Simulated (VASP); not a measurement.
# Sn (Fd-3m) in VASP: settings compared

Aim: see how the results for Sn move with the level of theory and the settings. Levels: r2SCAN, revPBE+D3(BJ), PBE. Tasks: single point.

All numbers are computed with VASP 6.6.1; they aren't measurements. Logs are shortened: lines on timing, memory, paths and dates and some standing lists are left out, and cuts for length are marked.

## Step 1: The cell of the first run

It takes space group Fd-3m (No. 227, cubic). Conventional cell: a = 6.467 Å, b = 6.467 Å, c = 6.467 Å, α = 90.00°, β = 90.00°, γ = 90.00°. Sn (site symmetry -43m) has 4 Sn at 2.80 Å within 3.7 Å.

## Step 2: Single point, r2SCAN

The input, POSCAR:

```
Sn
1.0
    4.5726372396      0.0000000000      0.0000000000
    2.2863186198      3.9600200118      0.0000000000
    2.2863186198      1.3200066706      3.7335426720
Sn
2
Direct
    0.7500000000      0.7500000000      0.7500000000
    0.5000000000      0.5000000000      0.5000000000
```

The input, INCAR.step1:

```
SYSTEM = Sn
PREC     = Accurate       ! precision mode
ENCUT    = 520            ! plane-wave cutoff, eV
ISMEAR   = -4             ! smearing method
SIGMA    = 0.05           ! smearing width, eV
LREAL    = .FALSE.        ! projectors in reciprocal space
LASPH    = .TRUE.         ! aspherical terms in the spheres
NELM     = 100            ! most SCF steps
NBANDS   = 21             ! bands
GGA      = PE             ! functional
ALGO     = Normal         ! electronic algorithm
EDIFF    = 1E-4           ! SCF threshold, eV
LWAVE    = .TRUE.         ! write WAVECAR
LCHARG   = .FALSE.        ! write CHGCAR
```

The input, INCAR.step2:

```
SYSTEM = Sn
PREC     = Accurate       ! precision mode
ENCUT    = 520            ! plane-wave cutoff, eV
EDIFF    = 1E-7           ! SCF threshold, eV
ISMEAR   = -4             ! smearing method
SIGMA    = 0.05           ! smearing width, eV
LREAL    = .FALSE.        ! projectors in reciprocal space
LASPH    = .TRUE.         ! aspherical terms in the spheres
NELM     = 100            ! most SCF steps
ALGO     = Normal         ! electronic algorithm
ISIF     = 2              ! what is computed and relaxed
LWAVE    = .FALSE.        ! write WAVECAR
LCHARG   = .FALSE.        ! write CHGCAR
METAGGA  = R2SCAN         ! meta-GGA
LMIXTAU  = .TRUE.       
NBANDS   = 21             ! bands
ISTART   = 1
```

The input, KPOINTS:

```
regular mesh
0
G
  7 7 7
  0 0 0
```

Potentials or basis: VASP PAW PBE potentials, release 64 (Sn_d).

Run with:

```console
cat potpaw_PBE.64/Sn_d/POTCAR > POTCAR
cp INCAR.step1 INCAR
mpirun -np 1 vasp_std > vasp.out
cp INCAR.step2 INCAR
mpirun -np 1 vasp_std > vasp.out
```

OUTCAR:

```text
SYSTEM = Sn
   PREC = Accurate
   ENCUT = 520
   EDIFF = 1E-7
   ISMEAR = -4
   LREAL = .FALSE.
   LASPH = .TRUE.
   NELM = 100
   ISIF = 2
   METAGGA = R2SCAN
   ISTART = 1

 ion  position               nearest neighbor table
   1  0.750  0.750  0.750-   2 2.80   2 2.80   2 2.80   2 2.80
   2  0.500  0.500  0.500-   1 2.80   1 2.80   1 2.80   1 2.80

  LATTYP: Found a face centered cubic cell.
 ALAT       =     6.4666856001

  Lattice vectors:

 A1 = (   4.5726372396,   0.0000000000,   0.0000000000)
 A2 = (   2.2863186198,   3.9600200118,   0.0000000000)
 A3 = (   2.2863186198,   1.3200066706,   3.7335426720)

Analysis of symmetry for initial positions (statically):
=====================================================================
 Subroutine PRICEL returns:
 Original cell was already a primitive cell.

 Routine SETGRP: Setting up the symmetry group for a
 face centered cubic supercell.

 Subroutine GETGRP returns: Found 48 space group operations
 (whereof 24 operations were pure point group operations)
 out of a pool of 48 trial point group operations.

The static configuration has the point symmetry T_d .
 The point group associated with its full space group is O_h .

Analysis of symmetry for dynamics (positions and initial velocities):
=====================================================================
 Subroutine PRICEL returns:
 Original cell was already a primitive cell.

 Routine SETGRP: Setting up the symmetry group for a
 face centered cubic supercell.

 Subroutine GETGRP returns: Found 48 space group operations
 (whereof 24 operations were pure point group operations)
 out of a pool of 48 trial point group operations.

The dynamic configuration has the point symmetry T_d .
 The point group associated with its full space group is O_h .

 Subroutine INISYM returns: Found 48 space group operations
 (whereof 24 operations are pure point group operations),
 and found     1 'primitive' translations

----------------------------------------------------------------------------------------

                                     Primitive cell

  volume of cell :      67.6060

  direct lattice vectors                    reciprocal lattice vectors
     4.572637240  0.000000000  0.000000000     0.218692179 -0.126261988 -0.089280708
[... 78 lines left out ...]
   LNONCOLLINEAR =      F non collinear calculations
   LSORBIT =      F    spin-orbit coupling
   LASPH  =      T    aspherical Exc in radial PAW
   ENCUT  =  520.0 eV  38.22 Ry    6.18 a.u.   8.50  8.50  8.50*2*pi/ulx,y,z
   NELM   =    100;   NELMIN=  2; NELMDL=  0     # of ELM steps
   EDIFF  = 0.1E-06   stopping-criterion for ELM
   LREAL  =      F    real-space projection
   EDIFFG = 0.1E-05   stopping-criterion for IOM
   NSW    =      0    number of steps for IOM
   IBRION =     -1    ionic relax: 0-MD 1-quasi-New 2-CG
   NFREE  =      0    steps in history (QN), initial steepest desc. (CG)
   ISIF   =      2    stress and relaxation
   ISYM   =      2    0-nonsym 1-usesym 2-fastsym
   POTIM  = 0.5000    time-step for ionic-motion
   TEBEG  =    0.0;   TEEND  =   0.0 temperature during run
   PSTRESS=    0.0 pullay stress
   NELECT =      28.0000    total number of electrons
   NUPDOWN=      -1.0000    fix difference up-down
   EMIN   =  10.00;   EMAX   =-10.00  energy-range for DOS
   EFERMI =   0.00;   METHOD = LEGACY
   ISMEAR =    -4;   SIGMA  =   0.05  broadening in eV -4-tet -1-fermi 0-gaus
   EFERMI_NEDOS =   21; number of points for ismear=-14 and -15
   IALGO  =     38    algorithm
   IMIX   =      4    mixing-type and parameters
     AMIX     =   0.40;   BMIX     =  1.00
     AMIX_MAG =   1.60;   BMIX_MAG =  1.00
  volume/ion in A,a.u.               =      33.80       228.11
  Fermi-wavevector in a.u.,A,eV,Ry     =   1.220298  2.306028 20.260793  1.489126
  Thomas-Fermi vector in A             =   2.355520
   LORBIT       =      0    0 simple, 1 ext, 2 COOP (PROOUT), +10 PAW based schemes
   METAGGA = R2SCAN    functional components
   LHFCALC =     F    Hartree Fock is set to
   AEXX    =    0.0000 exact exchange contribution
   IVDW    =     0    specifies the selected vdW correction
   LEPSILON=     F    determine dielectric tensor
   LRPA    =     F    only Hartree local field effects (RPA)
 non-spin polarized calculation
 Fermi weights with tetrahedron method witout Bloechl corrections
  energy-cutoff  :      520.00
  volume of cell :       67.61
 maximum number of plane-waves:      1841
 NGX is ok and might be reduce to    36
   NGX = 17   NGY = 17   NGZ = 17

 number of electron      28.0000008 magnetization

 Free energy of the ion-electron system (eV)
  ---------------------------------------------------
  ext. energy  EPLUGINS =         0.00000000
  ---------------------------------------------------
  free energy    TOTEN  =       -49.45807863 eV

  energy without entropy =      -49.45807863  energy(sigma->0) =      -49.45807863

 E-fermi :   5.7035     XC(G=0):  -9.6407

 val. band max:        5.7029087481   @ k =   0.0000   0.0000   0.0000
 cond. band min:       5.7029092329   @ k =   0.0000   0.0000   0.0000
 fundamental gap:      0.0000004848
 Fermi energy:         5.7035009137

 k-point     1 :       0.0000    0.0000    0.0000
  band No.  band energies     occupation
      1     -16.7274      2.00000
      2     -16.7274      2.00000
      3     -16.7274      2.00000
      4     -16.6592      2.00000
      5     -16.6592      2.00000
      6     -16.3260      2.00000
[... 469 lines left out ...]
     20      14.8904      0.00000
     21      16.7991      0.00000

------------------------ aborting loop because EDIFF is reached ----------------------------------------

  FORCE on cell =-STRESS in cart. coord.  units (eV):
  Direction    XX          YY          ZZ          XY          YZ          ZX
  --------------------------------------------------------------------------------------
  -------------------------------------------------------------------------------------
  Total        0.9284488      0.9284488      0.9284488      0.0000000     -0.0000000      0.0000000
  in kB       22.0030710     22.0030710     22.0030710      0.0000000     -0.0000000      0.0000000
  external PRESSURE =      22.0030710 kB  Pullay stress =       0.0000000 kB

 VOLUME and BASIS-vectors are now :
 -----------------------------------------------------------------------------
  energy-cutoff  :      520.00
  volume of cell :       67.61
      direct lattice vectors                 reciprocal lattice vectors
     4.572637240  0.000000000  0.000000000     0.218692179 -0.126261988 -0.089280708
     2.286318620  3.960020012  0.000000000     0.000000000  0.252523976 -0.089280708
     2.286318620  1.320006671  3.733542672     0.000000000  0.000000000  0.267842124

 POSITION                                       TOTAL-FORCE (eV/Angst)
 -----------------------------------------------------------------------------------
      6.85896      3.96002      2.80016        -0.000000     -0.000000     -0.000000
      4.57264      2.64001      1.86677         0.000000      0.000000      0.000000
 -----------------------------------------------------------------------------------
    total drift:                                0.000000      0.000000      0.000000

  FREE ENERGIE OF THE ION-ELECTRON SYSTEM (eV)
  ---------------------------------------------------
  free  energy   TOTEN  =       -49.4580786265 eV

  energy  without entropy=      -49.4580786265  energy(sigma->0) =      -49.45807863
```

OSZICAR.step1:

```text
N       E                     dE             d eps       ncg     rms          rms(c)
DAV:   1     0.231498372914E+03    0.23150E+03   -0.14835E+04   868   0.195E+03
DAV:   2     0.180271038549E+02   -0.21347E+03   -0.20908E+03   855   0.456E+02
DAV:   3    -0.685908064373E+01   -0.24886E+02   -0.24764E+02   980   0.142E+02
DAV:   4    -0.764709366998E+01   -0.78801E+00   -0.78776E+00   935   0.286E+01
DAV:   5    -0.767390116178E+01   -0.26807E-01   -0.26807E-01  1220   0.510E+00    0.329E+00
DAV:   6    -0.762824251499E+01    0.45659E-01   -0.28194E-02  1117   0.200E+00    0.194E+00
DAV:   7    -0.760675143904E+01    0.21491E-01   -0.48307E-02   920   0.225E+00    0.167E-01
DAV:   8    -0.760875398213E+01   -0.20025E-02   -0.64258E-03   930   0.898E-01    0.476E-02
DAV:   9    -0.760909509941E+01   -0.34112E-03   -0.44734E-04   775   0.188E-01    0.147E-02
DAV:  10    -0.760912359351E+01   -0.28494E-04   -0.56024E-05   788   0.632E-02
   1 F= -.76091236E+01 E0= -.76091236E+01  d E =0.000000E+00
```

Run time: 89 s. Hardware: 1 thread of Intel Xeon 6975P-C, shared host; peak memory 0.22 GiB.

Results:

| Quantity | Value |
| --- | --- |
| Free energy | -49.4581 eV |
| Pressure | 2.2 GPa |
| Band gap on the k mesh | zero (filled and empty bands touch) |

Levels at points of the mesh, in eV from the Fermi level:
| k point | band 11 | band 12 | band 13 | band 14 | band 15 | band 16 | band 17 | band 18 |
| --- | --- | --- | --- | --- | --- | --- | --- | --- |
| (0.00, 0.00, 0.00) | -11.21 | -0.28 | 0.00 | 0.00 | 0.00 | 2.21 | 2.21 | 2.21 |

Caveat: the PAW data sets were made with another functional, which shifts forces and pressure a little; spin-orbit coupling is left out, which moves the levels of the heavy elements.

## Step 3: Single point, revPBE+D3(BJ), non-collinear spin, typed start, spin-orbit coupling

The input, INCAR:

```
PREC     = Accurate       # precision mode
ENCUT    = 520            # plane-wave cutoff, eV
EDIFF    = 1E-6           # SCF threshold, eV
ISMEAR   = 0              # smearing method
SIGMA    = 0.1            # smearing width, eV
LREAL    = False          # projectors in reciprocal space
LASPH    = True           # aspherical terms in the spheres
NELM     = 150            # most SCF steps
ALGO     = Normal         # electronic algorithm
ISIF     = 2              # what is computed and relaxed
LWAVE    = False          # write WAVECAR
LCHARG   = False          # write CHGCAR
MAGMOM   = 0.5 0 0 0.5 0 0 # initial moments
LORBIT   = 11             # projections on sites
LSORBIT  = True           # spin-orbit coupling
GGA_COMPAT= False        
LORBMOM  = True         
GGA      = RE             # functional
IVDW     = 12             # dispersion correction
NBANDS   = 40             # bands
```

The input, KPOINTS:

```
Automatic mesh
0
Gamma
  5 5 5
```

The input, POSCAR:

```
Sn
1.0
    0.0000000000      3.2333428000      3.2333428000
    3.2333428000      0.0000000000      3.2333428000
    3.2333428000      3.2333428000      0.0000000000
Sn
2
Direct
    0.7500000000      0.7500000000      0.7500000000
    0.5000000000      0.5000000000      0.5000000000
```

Potentials or basis: VASP PAW PBE potentials, release 64 (Sn_d).

Run with:

```console
cat potpaw_PBE.64/Sn_d/POTCAR > POTCAR
mpirun -np 1 vasp_ncl > vasp.out
```

Run time: 3.1 min. Hardware: 1 thread of Intel Xeon 6975P-C, shared host; peak memory 0.41 GiB.

It converged, with:

```
Free energy                                           : -8.2225 eV
Pressure                                              : 1.9 GPa
Net moment                                            : 0.00 μB per cell
Valence electrons inside the program's atomic spheres : Sn 12.37
Dispersion energy per atom                            : -0.578 eV
```

Moments on the atoms (μB; x, y, z):
```
Sn  0.00 0.00 0.00
Sn  0.00 0.00 0.00
```

Caveat: the PAW data sets were made with another functional, which shifts forces and pressure a little.

## Step 4: Single point, PBE

The input, INCAR:

```
PREC     = Accurate       # precision mode
ENCUT    = 520            # plane-wave cutoff, eV
EDIFF    = 1E-6           # SCF threshold, eV
ISMEAR   = 1              # smearing method
SIGMA    = 0.05           # smearing width, eV
LREAL    = F              # projectors in reciprocal space
LASPH    = T              # aspherical terms in the spheres
NELM     = 100            # most SCF steps
ALGO     = Fast           # electronic algorithm
ISIF     = 2              # what is computed and relaxed
LWAVE    = F              # write WAVECAR
LCHARG   = F              # write CHGCAR
GGA      = PE             # functional
NBANDS   = 21             # bands
```

The input, KPOINTS:

```
regular mesh
0
Gamma
  6 6 6
```

POSCAR is that of step 3.

Run with:

```console
cat potpaw_PBE.64/Sn_d/POTCAR > POTCAR
mpirun -np 1 vasp_std > vasp.out
```

Wall time 41 s (1 thread of Intel Xeon 8259CL, shared host); peak memory 0.2 GiB.

The run converged. Its results:

- Free energy: -7.5918 eV
- Pressure: 3.8 GPa
- Band gap on the k mesh: zero (band 14 reaches 5.85 eV, above the bottom of band 15 at 5.77 eV)

Levels at points of the mesh, in eV from the Fermi level:
```tsv
k point	band 11	band 12	band 13	band 14	band 15	band 16	band 17	band 18
(0.00, 0.00, 0.00)	-10.69	-0.58	0.07	0.07	0.07	2.14	2.14	2.14
(0.50, 0.00, 0.00)	-9.05	-6.35	-1.15	-1.15	0.00	3.22	3.22	5.63
(0.50, 0.50, 0.00)	-7.56	-7.56	-2.51	-2.51	0.80	0.80	7.78	7.78
```

Caveat: spin-orbit coupling is left out, which moves the levels of the heavy elements.

## Step 5: The runs side by side

```csv
level,spin,k mesh,smearing,gap on the mesh (eV),pressure (GPa)
r2SCAN,off,7 × 7 × 7,tetrahedron,none,2.2
revPBE+D3(BJ),"non-collinear, typed start, SOC",5 × 5 × 5,gaussian 0.1 eV,-,1.9
PBE,off,6 × 6 × 6,methfessel-paxton 0.05 eV,none,3.8
```

Alike in all rows: task single point; potentials or basis VASP PAW PBE potentials, release 64 (Sn_d); cell a = 4.573 Å, angles 60.0°, 2 atoms; cutoff (eV) 520.

Caveats: the PAW data sets were made with another functional, which shifts forces and pressure a little (some runs); spin-orbit coupling is left out, which moves the levels of the heavy elements (some runs).

Absolute energies hang on the potentials; compare differences alone.
